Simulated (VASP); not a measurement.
Here is a VASP 6.6.1 calculation.

The input INCAR:

```
SYSTEM = PrScO
  PREC = Accurate
  ENCUT = 600
  EDIFF = 1E-6
  ISMEAR = 0
  SIGMA = 0.1
  LREAL = .FALSE.
  LASPH = .TRUE.
  NELM = 200
  ALGO = Normal
  ISIF = 2
  LWAVE = .FALSE.
  LCHARG = .FALSE.
  GGA = PE
  NBANDS = 21
  GGA_COMPAT = .FALSE.
  LMAXMIX = 6
```

The input KPOINTS:

```
regular mesh
0
G
  10 10 8
  0 0 0
```

File POSCAR:

```
PrScO
1.0
    3.8140459080      0.0000000000      0.0000000000
    0.0000000000      3.8140459080      0.0000000000
    0.0000000000      0.0000000000      4.2544879388
Pr Sc O
1 1 1
Direct
    0.0000000000      0.0000000000      0.5000000000
    0.5000000000      0.5000000000      0.0000000000
    0.5000000000      0.5000000000      0.5000000000
```

Potentials or basis: VASP PAW PBE potentials, release 64 (Pr_3, Sc_sv, O), 4f in core.

Command:

```sh
$ cat potpaw_PBE.64/Pr_3/POTCAR potpaw_PBE.64/Sc_sv/POTCAR potpaw_PBE.64/O/POTCAR > POTCAR
$ mpirun -np 1 vasp_std > vasp.out
```

(1) Estimate the pressure.

(2) What does it give for the band gap on the k mesh?

Answers

(1) -4.1 GPa.

(2) zero (bands 14 and 15 overlap by 1.18 eV).

Caveat: the cell stands under tension; spin-orbit coupling is left out, which moves the levels of the heavy elements; the 4f electrons are frozen in the core, so they carry no moment and show no levels; the run has no spin polarisation, though such a crystal can be magnetic.
